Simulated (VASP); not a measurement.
Ti3HO7 (a cell with a defect), 11 atoms in the cell. The cell holds a defect, 11 atoms: a = 4.591 Å, b = 4.591 Å, c = 5.878 Å, α = 90.00°, β = 90.00°, γ = 90.00°. 

* Program: VASP 6.6.1
* Task: single point
* Functional: PBEsol
* Potentials or basis: VASP PAW PBE potentials, release 64 (Ti_sv, O, H)
* Cutoff: 520 eV
* k mesh: 2 × 2 × 2, shifted
* Occupations: fermi-dirac, width 0.05 eV
* Spin: collinear spin
* Starting moments: [0.0, 0.375, 0.375, 0.375, 0.375, 0.375, 0.375, 0.0, 0.375, 0.0, 0.375] μB
* Dipole correction: no
* Charge: -2
* Further INCAR settings: ALGO = Normal; EDIFF = 1e-06; NBANDS = 54; NELECT = 81.0

Potentials or basis: VASP PAW PBE potentials, release 64 (Ti_sv, O, H).

Launch:

```sh
$ cat potpaw_PBE.64/Ti_sv/POTCAR potpaw_PBE.64/O/POTCAR potpaw_PBE.64/H/POTCAR > POTCAR
$ mpirun -np 1 vasp_std > vasp.out
```

Hardware: 1 thread of Intel Xeon 8259CL (shared host).

Question: How long does it take, and how much memory?

Answer: Run time: 3.2 min on 1 thread of Intel Xeon 8259CL, with other jobs on the host, peak memory 0.29 GiB. Counts: scf iterations 21, k points 4.
